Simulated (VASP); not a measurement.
# BeTe (F-43m) in VASP: notebook, part 2 of 2

VASP 6.6.1.

### Step 3. Single point, r2SCAN

POSCAR

```
BeTe
1.0
    0.0000000000      2.8286228760      2.8286228760
    2.8286228760      0.0000000000      2.8286228760
    2.8286228760      2.8286228760      0.0000000000
Be Te
1 1
Direct
    0.0000000000      0.0000000000      0.0000000000
    0.2500000000      0.2500000000      0.2500000000
```

INCAR.step1

```
SYSTEM = BeTe
ALGO = Normal
EDIFF = 1E-4
ENCUT = 520
GGA = PE
ISMEAR = 0
LASPH = .TRUE.
LCHARG = .FALSE.
LREAL = .FALSE.
LWAVE = .TRUE.
NBANDS = 11
NELM = 60
PREC = Accurate
SIGMA = 0.01
```

INCAR.step2

```
SYSTEM = BeTe
ALGO = Normal
EDIFF = 1E-7
ENCUT = 520
ISIF = 2
ISMEAR = 0
ISTART = 1
LASPH = .TRUE.
LCHARG = .TRUE.
LELF = .TRUE.
LMIXTAU = .TRUE.
LREAL = .FALSE.
LVHAR = .TRUE.
LWAVE = .FALSE.
METAGGA = R2SCAN
NBANDS = 11
NELM = 60
PREC = Accurate
SIGMA = 0.01
```

KPOINTS

```
k-points
0
G
  8 8 8
  0 0 0
```

Potentials or basis: VASP PAW PBE potentials, release 64 (Be, Te).

Started as:

```sh
$ cat potpaw_PBE.64/Be/POTCAR potpaw_PBE.64/Te/POTCAR > POTCAR
$ cp INCAR.step1 INCAR
$ mpirun -np 1 vasp_std > vasp.out
$ cp INCAR.step2 INCAR
$ mpirun -np 1 vasp_std > vasp.out
```

OUTCAR:

```text
SYSTEM = BeTe
   EDIFF = 1E-7
   ENCUT = 520
   ISIF = 2
   ISMEAR = 0
   ISTART = 1
   LASPH = .TRUE.
   LREAL = .FALSE.
   METAGGA = R2SCAN
   NELM = 60
   PREC = Accurate

 ion  position               nearest neighbor table
   1  0.000  0.000  0.000-   2 2.45   2 2.45   2 2.45   2 2.45
   2  0.250  0.250  0.250-   1 2.45   1 2.45   1 2.45   1 2.45

  LATTYP: Found a face centered cubic cell.
 ALAT       =     5.6572457520

  Lattice vectors:

 A1 = (   0.0000000000,   2.8286228760,   2.8286228760)
 A2 = (   2.8286228760,   0.0000000000,   2.8286228760)
 A3 = (   2.8286228760,   2.8286228760,   0.0000000000)

Analysis of symmetry for initial positions (statically):
=====================================================================
 Subroutine PRICEL returns:
 Original cell was already a primitive cell.

 Routine SETGRP: Setting up the symmetry group for a
 face centered cubic supercell.

 Subroutine GETGRP returns: Found 24 space group operations
 (whereof 24 operations were pure point group operations)
 out of a pool of 48 trial point group operations.

The static configuration has the point symmetry T_d .

Analysis of symmetry for dynamics (positions and initial velocities):
=====================================================================
 Subroutine PRICEL returns:
 Original cell was already a primitive cell.

 Routine SETGRP: Setting up the symmetry group for a
 face centered cubic supercell.

 Subroutine GETGRP returns: Found 24 space group operations
 (whereof 24 operations were pure point group operations)
 out of a pool of 48 trial point group operations.

The dynamic configuration has the point symmetry T_d .

 Subroutine INISYM returns: Found 24 space group operations
 (whereof 24 operations are pure point group operations),
 and found     1 'primitive' translations

----------------------------------------------------------------------------------------

                                     Primitive cell

  volume of cell :      45.2642

  direct lattice vectors                    reciprocal lattice vectors
     0.000000000  2.828622876  2.828622876    -0.176764462  0.176764462  0.176764462
     2.828622876  0.000000000  2.828622876     0.176764462 -0.176764462  0.176764462
     2.828622876  2.828622876  0.000000000     0.176764462  0.176764462 -0.176764462

  length of vectors
     4.000276834  4.000276834  4.000276834     0.306165029  0.306165029  0.306165029

  position of ions in fractional coordinates (direct lattice)
     0.000000000  0.000000000  0.000000000
     0.250000000  0.250000000  0.250000000

  ion indices of the primitive-cell ions
   primitive index   ion index
                 1           1
                 2           2

----------------------------------------------------------------------------------------

 KPOINTS: k-points

Automatic generation of k-mesh.
 Grid dimensions read from file:
 generate k-points for:    8    8    8

 Generating k-lattice:

  Cartesian coordinates                     Fractional coordinates (reciprocal lattice)
[... 22 lines left out ...]
  0.125000  0.125000  0.000000      6.000000
[... 16 lines left out ...]
  0.500000  0.250000  0.125000     48.000000
 -0.375000  0.250000  0.125000     24.000000
 [... further k-points ...]
   k-points           NKPTS =     29   k-points in BZ     NKDIM =     29   number of bands    NBANDS=     11
   number of dos      NEDOS =    301   number of ions     NIONS =      2
   total plane-waves  NPLWV =  27000
   dimension x,y,z NGX =    30 NGY =   30 NGZ =   30
   dimension x,y,z NGXF=    60 NGYF=   60 NGZF=   60
   ions per type =               1   1
   NGX,Y,Z   is equivalent  to a cutoff of  12.47, 12.47, 12.47 a.u.
   NGXF,Y,Z  is equivalent  to a cutoff of  24.94, 24.94, 24.94 a.u.
 SYSTEM =  BeTe
   PREC   = accura    normal or accurate (medium, high low for compatibility)
   ISTART =      1    job   : 0-new  1-cont  2-samecut
   ICHARG =      0    charge: 1-file 2-atom 10-const
   ISPIN  =      1    spin polarized calculation?
   LNONCOLLINEAR =      F non collinear calculations
   LSORBIT =      F    spin-orbit coupling
   LASPH  =      T    aspherical Exc in radial PAW
   ENCUT  =  520.0 eV  38.22 Ry    6.18 a.u.   7.44  7.44  7.44*2*pi/ulx,y,z
   NELM   =     60;   NELMIN=  2; NELMDL=  0     # of ELM steps
   EDIFF  = 0.1E-06   stopping-criterion for ELM
   LREAL  =      F    real-space projection
   EDIFFG = 0.1E-05   stopping-criterion for IOM
   NSW    =      0    number of steps for IOM
   IBRION =     -1    ionic relax: 0-MD 1-quasi-New 2-CG
   NFREE  =      0    steps in history (QN), initial steepest desc. (CG)
   ISIF   =      2    stress and relaxation
   ISYM   =      2    0-nonsym 1-usesym 2-fastsym
   POTIM  = 0.5000    time-step for ionic-motion
   TEBEG  =    0.0;   TEEND  =   0.0 temperature during run
   PSTRESS=    0.0 pullay stress
   NELECT =       8.0000    total number of electrons
   NUPDOWN=      -1.0000    fix difference up-down
   EMIN   =  10.00;   EMAX   =-10.00  energy-range for DOS
   EFERMI =   0.00;   METHOD = LEGACY
   ISMEAR =     0;   SIGMA  =   0.01  broadening in eV -4-tet -1-fermi 0-gaus
   EFERMI_NEDOS =   21; number of points for ismear=-14 and -15
   IALGO  =     38    algorithm
   IMIX   =      4    mixing-type and parameters
     AMIX     =   0.40;   BMIX     =  1.00
     AMIX_MAG =   1.60;   BMIX_MAG =  1.00
  volume/ion in A,a.u.               =      22.63       152.73
  Fermi-wavevector in a.u.,A,eV,Ry     =   0.918727  1.736142 11.484122  0.844059
  Thomas-Fermi vector in A             =   2.043841
   LORBIT       =      0    0 simple, 1 ext, 2 COOP (PROOUT), +10 PAW based schemes
   METAGGA = R2SCAN    functional components
   LHFCALC =     F    Hartree Fock is set to
   AEXX    =    0.0000 exact exchange contribution
   IVDW    =     0    specifies the selected vdW correction
   LEPSILON=     F    determine dielectric tensor
   LRPA    =     F    only Hartree local field effects (RPA)
 non-spin polarized calculation
 Gauss-broadening in eV      SIGMA  =   0.01
  energy-cutoff  :      520.00
  volume of cell :       45.26
 maximum number of plane-waves:      1243
 NGX is ok and might be reduce to    30
   NGX = 15   NGY = 15   NGZ = 15

 number of electron       8.0000000 magnetization

 Free energy of the ion-electron system (eV)
  ---------------------------------------------------
  ext. energy  EPLUGINS =         0.00000000
  ---------------------------------------------------
  free energy    TOTEN  =       -30.68491448 eV

  energy without entropy =      -30.68491448  energy(sigma->0) =      -30.68491448

 E-fermi :   4.8379     XC(G=0):  -9.4228

 val. band max:        4.7867349474   @ k =   0.0000   0.0000   0.0000
 cond. band min:       7.1547957680   @ k =   0.5000   0.5000   0.0000
 fundamental gap:      2.3680608206
 Fermi energy:         4.8378606828

 k-point     1 :       0.0000    0.0000    0.0000
  band No.  band energies     occupation
      1      -7.9087      2.00000
      2       4.7867      2.00000
      3       4.7867      2.00000
      4       4.7867      2.00000
      5       8.8160      0.00000
      6       8.8160      0.00000
      7       8.8160      0.00000
      8       9.1911      0.00000
      9      13.8006      0.00000
     10      15.5065      0.00000
     11      15.5065      0.00000
[... 309 lines left out ...]
 k-point    24 :      -0.3750    0.2500    0.1250
  band No.  band energies     occupation
      1      -6.2473      2.00000
      2      -0.4621      2.00000
      3       1.8430      2.00000
      4       2.8592      2.00000
      5       9.4738      0.00000
      6       9.5725      0.00000
      7      12.0180      0.00000
      8      13.1717      0.00000
      9      13.8237      0.00000
     10      17.0675      0.00000
     11      17.4339      0.00000

 [... further k-points ...]

------------------------ aborting loop because EDIFF is reached ----------------------------------------

  FORCE on cell =-STRESS in cart. coord.  units (eV):
  Direction    XX          YY          ZZ          XY          YZ          ZX
  --------------------------------------------------------------------------------------
  -------------------------------------------------------------------------------------
  Total        0.0482844      0.0482844      0.0482844      0.0000000      0.0000000      0.0000000
  in kB        1.7090790      1.7090790      1.7090790      0.0000000      0.0000000      0.0000000
  external PRESSURE =       1.7090790 kB  Pullay stress =       0.0000000 kB

 VOLUME and BASIS-vectors are now :
 -----------------------------------------------------------------------------
  energy-cutoff  :      520.00
  volume of cell :       45.26
      direct lattice vectors                 reciprocal lattice vectors
     0.000000000  2.828622876  2.828622876    -0.176764462  0.176764462  0.176764462
     2.828622876  0.000000000  2.828622876     0.176764462 -0.176764462  0.176764462
     2.828622876  2.828622876  0.000000000     0.176764462  0.176764462 -0.176764462

 POSITION                                       TOTAL-FORCE (eV/Angst)
 -----------------------------------------------------------------------------------
      0.00000      0.00000      0.00000        -0.000000     -0.000000     -0.000000
      1.41431      1.41431      1.41431         0.000000      0.000000      0.000000
 -----------------------------------------------------------------------------------
    total drift:                                0.000000      0.000000      0.000000

  FREE ENERGIE OF THE ION-ELECTRON SYSTEM (eV)
  ---------------------------------------------------
  free  energy   TOTEN  =       -30.6849144808 eV

  energy  without entropy=      -30.6849144808  energy(sigma->0) =      -30.68491448
```

It took 72 s on 1 thread of AMD EPYC 7R43 (Zen 3), shared host; peak memory 0.14 GiB.

What came out:

```
Free energy            : -30.6849 eV
Pressure               : 0.2 GPa
Band gap on the k mesh : 2.37 eV, indirect (least direct gap 4.03 eV)
```

Caveat: the PAW data sets were made with another functional, which shifts forces and pressure a little; spin-orbit coupling is left out, which moves the levels of the heavy elements.
